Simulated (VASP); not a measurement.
Wanted: the native input for a VASP 6.6.1 run.

```
Task                   : single point
Functional             : PBEsol
Potentials or basis    : VASP PAW PBE potentials, release 64 (Si, N)
Cutoff                 : 520 eV
k mesh                 : 2 × 2 × 2
Occupations            : gaussian, width 0.02 eV
Spin                   : collinear spin, ferromagnetic start
Starting moments       : [0.0, 0.0, 0.0, 0.0, 0.0, 0.0, 0.0, 0.0, 0.0, 0.0, 0.0, 0.0, 0.0, 0.0, 0.0, 0.0, 1.0] μB
Dipole correction      : no
Further INCAR settings : LREAL = Auto; ALGO = Normal; EDIFF = 1e-07; NBANDS = 52
```

The structure of Si16N (a cell with a defect) lies in POSCAR:

```
Si16N
1.0
    0.0000000000      5.4300000000      5.4300000000
    5.4300000000      0.0000000000      5.4300000000
    5.4300000000      5.4300000000      0.0000000000
Si N
16 1
Direct
    0.0161901612      0.0165516210     -0.0489137138
    0.1049503849      0.1053380333      0.1281110398
   -0.0061294916     -0.0059545711      0.4988576495
    0.1410855578      0.1413643756      0.5765108780
    0.0552602232      0.4727298474     -0.0002905088
    0.1049619411      0.6620018272      0.1281025755
   -0.0061807197      0.5136033908      0.4988187576
    0.1325554691      0.6211883418      0.6252966727
    0.4725000562      0.0555552361     -0.0005179695
    0.6616174196      0.1053693002      0.1281070689
    0.5132667352     -0.0059464629      0.4988623663
    0.6210195507      0.1330524442      0.6249644690
    0.4723579847      0.4727777992     -0.0003136197
    0.6345467111      0.6342849528      0.0967508834
    0.5076180974      0.5082072774      0.4765971797
    0.6210204544      0.6211941341      0.6252688069
    0.3260151649      0.3263436527      1.0217034643
```

One way to write it, as run:

INCAR

```
PREC     = Accurate       # precision mode
ENCUT    = 520            # plane-wave cutoff, eV
EDIFF    = 1E-7           # SCF threshold, eV
ISMEAR   = 0              # smearing method
SIGMA    = 0.02           # smearing width, eV
LREAL    = Auto         
LASPH    = T              # aspherical terms in the spheres
NELM     = 150            # most SCF steps
ALGO     = Normal         # electronic algorithm
ISIF     = 2              # what is computed and relaxed
LWAVE    = F              # write WAVECAR
LCHARG   = F              # write CHGCAR
ISPIN    = 2              # spin polarisation
MAGMOM   = 0 0 0 0 0 0 0 0 0 0 0 0 0 0 0 0 1 # initial moments
LORBIT   = 11             # projections on sites
GGA      = PS             # functional
NBANDS   = 52             # bands
```

KPOINTS

```
Automatic mesh
0
Gamma
  2 2 2
```

Potentials or basis: VASP PAW PBE potentials, release 64 (Si, N).

Run with:

```console
$ cat potpaw_PBE.64/Si/POTCAR potpaw_PBE.64/N/POTCAR > POTCAR
$ mpirun -np 1 vasp_std > vasp.out
```

Results of the run:

```
Pressure                                              : 1.5 GPa
Largest force                                         : 0.047 eV/Å
Net moment                                            : 0.25 μB per cell
Site moments                                          : Si +0.00, +0.01, -0.00 (each value once); N +0.02 μB
Valence electrons inside the program's atomic spheres : Si 1.76, 1.70, 1.69, 1.65, 1.58 (each value once); N 3.73
```

Caveat: the k points lie up to 0.50 Å⁻¹ apart; the PAW data sets were made with another functional, which shifts forces and pressure a little.

Run time: 24 min on 1 thread of Intel Xeon 8259CL (shared host), peak memory 0.71 GiB.
